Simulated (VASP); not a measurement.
Crystal: Sc.

```
Sc
1.0
     0.00000    2.32000    2.32000
     2.32000    0.00000    2.32000
     2.32000    2.32000    0.00000
Sc
1
Cartesian
  0.0000 0.0000 0.0000
```

This isn't the form of Sc at room conditions, which is hcp.

```yaml
Program: VASP 6.6.1
Task: relaxation of cell and atoms
Functional: PBEsol
Potentials_or_basis: VASP PAW PBE potentials, release 64 (Sc_sv)
Cutoff: 500 eV
k_mesh: 8 × 8 × 8
Occupations: fermi-dirac, width 0.05 eV
Spin: no spin polarisation
```

At the start: pressure -2.8 GPa; volume 24.97 Å³/atom.

Q: Where does the relaxation end?

A: Over 3 steps the energy falls by 12.9 meV/atom and the volume is 23.55 Å³/atom (-5.7 %); space group Fm-3m (No. 225, to 0.1 Å) before and after.

The path:
```tsv
step	energy change (eV)	largest force (eV/Å)	pressure (GPa)	volume (Å³)
1	0.0000	0.0000	-2.79	24.97
2	-0.0128	0.0000	0.27	23.43
3	-0.0129	0.0000	0.00	23.55
```

Final structure:
```
CELL_PARAMETERS angstrom
0.00000 2.27507 2.27507
2.27507 0.00000 2.27507
2.27507 2.27507 0.00000
ATOMIC_POSITIONS crystal
Sc 0.00000 0.00000 0.00000
```

Caveat: the PAW data sets were made with another functional, which shifts forces and pressure a little.
